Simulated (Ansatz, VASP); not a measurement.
**Two plane-wave programs on CaH2Pt**

```
Ca H Pt
1.0
     3.56852    0.00000    0.00000
    -1.78426    3.09043    0.00000
     0.00000    0.00000    5.93600
Ca H Pt
1 2 1
Cartesian
  0.0000 0.0000 0.0000
  0.0000 2.0603 0.0000
  1.7843 1.0301 0.0000
  0.0000 0.0000 2.9680
```

Alike in both runs: functional PBE; k mesh 6 × 6 × 4; occupations gaussian, width 0.1 eV; no spin polarisation.

Ansatz relaxed the structure, and its values are those at the end. VASP's run is a single point on that final structure, the one shown.

```csv
,VASP,Ansatz
version,VASP 6.6.1,Ansatz 0.2.0
potentials or method,"VASP PAW PBE potentials, release 64 (Ca_sv, H, Pt), cutoff 520 eV","scalar-relativistic, plane waves, PAW"
valence electrons in the cell,22,30
```

VASP gave:

| Property | Result |
| --- | --- |
| gap on the k mesh at the Fermi level (eV) | none |
| pressure (GPa) | 0.1 |

Problem. What did Ansatz give for the same quantities?

Solution. gap on the k mesh at the Fermi level (eV): none; pressure (GPa): 0.0.

A gap of «none» marks a metal or a gap that the smearing closes. The functional is the same, so the differences come from potentials, cutoffs and numerics. VASP's potentials hold 22 valence electrons a cell and Ansatz's 30, so a difference there can come from the potentials and not from the codes.

Spin-orbit coupling is off throughout.
